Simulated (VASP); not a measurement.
A run of VASP 6.6.1 is set up as follows.

Contents of POSCAR:

```
BH3
1.0
    4.4567946700      0.0000000000      0.0000000000
    0.0000000000      6.5781815800      0.0000000000
   -1.5493288800      0.0000000000      5.6102507400
H B
12 4
Direct
    0.2120000000      0.5070000000      0.8060000000
    0.2880000000      0.0070000000      0.6940000000
    0.7880000000      0.4930000000      0.1940000000
    0.7120000000      0.9930000000      0.3060000000
    0.1200000000      0.3740000000      0.4790000000
    0.3800000000      0.8740000000      0.0210000000
    0.8800000000      0.6260000000      0.5210000000
    0.6200000000      0.1260000000      0.9790000000
    0.7970000000      0.3540000000      0.6690000000
    0.7030000000      0.8540000000      0.8310000000
    0.2030000000      0.6460000000      0.3310000000
    0.2970000000      0.1460000000      0.1690000000
    0.0020500000      0.4587100000      0.6450700000
    0.4979500000      0.9587100000      0.8549300000
    0.9979500000      0.5412900000      0.3549300000
    0.5020500000      0.0412900000      0.1450700000
```

Contents of INCAR.step1:

```
SYSTEM = BH3
PREC = Accurate
ENCUT = 520
ISMEAR = -1
SIGMA = 0.1
LREAL = Auto
LASPH = .True.
NELM = 100
NBANDS = 26
GGA = PE
ALGO = Normal
EDIFF = 1E-4
LWAVE = .True.
LCHARG = .False.
```

Contents of INCAR.step2:

```
SYSTEM = BH3
PREC = Accurate
ENCUT = 520
EDIFF = 1E-7
ISMEAR = -1
SIGMA = 0.1
LREAL = Auto
LASPH = .True.
NELM = 100
ALGO = Normal
ISIF = 2
LWAVE = .False.
LCHARG = .True.
METAGGA = R2SCAN
LMIXTAU = .True.
LELF = .True.
LVHAR = .True.
NBANDS = 26
ISTART = 1
```

KPOINTS

```
Automatic mesh
0
Gamma
  6 4 4
  0 0 0
```

Potentials or basis: VASP PAW PBE potentials, release 64 (H, B).

Run with:

```sh
$ cat potpaw_PBE.64/H/POTCAR potpaw_PBE.64/B/POTCAR > POTCAR
$ cp INCAR.step1 INCAR
$ mpirun -np 1 vasp_std > vasp.out
$ cp INCAR.step2 INCAR
$ mpirun -np 1 vasp_std > vasp.out
```

Q: What does it give for the pressure?

A: -0.7 GPa.

Q: What does it give for the largest force?

A: 0.687 eV/Å.

Forces on the atoms (eV/Å):
```
H    0.122  0.093  0.258
H   -0.122  0.093 -0.258
H   -0.122 -0.093 -0.258
H    0.122 -0.093  0.258
H   -0.261  0.461 -0.052
H    0.261  0.461  0.052
H    0.261 -0.461  0.052
H   -0.261 -0.461 -0.052
H   -0.169 -0.077  0.056
H    0.169 -0.077 -0.056
H    0.169  0.077 -0.056
H   -0.169  0.077  0.056
B    0.104  0.178 -0.656
B   -0.104  0.178  0.656
B   -0.104 -0.178  0.656
B    0.104 -0.178 -0.656
```

Caveat: the PAW data sets were made with another functional, which shifts forces and pressure a little.
